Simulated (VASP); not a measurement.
## GaSb: single point with PBEsol

Crystal: GaSb.

```
CELL_PARAMETERS angstrom
0.00000 3.05561 3.05561
3.05561 0.00000 3.05561
3.05561 3.05561 0.00000
ATOMIC_POSITIONS crystal
Ga 0.00000 0.00000 0.00000
Sb 0.25000 0.25000 0.25000
```

```json
{"Program": "VASP 6.6.1", "Task": "single point", "Functional": "PBEsol", "Potentials or basis": "VASP PAW PBE potentials, release 64 (Ga_d, Sb)", "Cutoff": "500 eV", "k mesh": "4 × 4 × 4", "Occupations": "gaussian, width 0.1 eV", "Spin": "no spin polarisation"}
```

The pressure is 0.7 GPa.

Levels at points of the mesh, in eV from the Fermi level:
| k point | band 6 | band 7 | band 8 | band 9 | band 10 | band 11 | band 12 | band 13 |
| --- | --- | --- | --- | --- | --- | --- | --- | --- |
| (0.00, 0.00, 0.00) | -11.58 | -0.05 | -0.05 | -0.05 | -0.04 | 2.68 | 2.68 | 2.68 |
| (0.50, 0.00, 0.00) | -9.93 | -6.48 | -1.22 | -1.22 | 0.29 | 3.64 | 3.64 | 6.25 |
| (0.50, 0.50, 0.00) | -9.09 | -6.91 | -2.66 | -2.66 | 0.77 | 1.08 | 8.62 | 8.62 |

Wall time 6.6 s on 1 thread of Intel(R) Xeon(R) Platinum 8488C (Sapphire Rapids) (shared host), peak memory 0.17 GiB.

Caveat: the k points lie up to 0.45 Å⁻¹ apart; the PAW data sets were made with another functional, which shifts forces and pressure a little; spin-orbit coupling is left out, which moves the levels of the heavy elements.
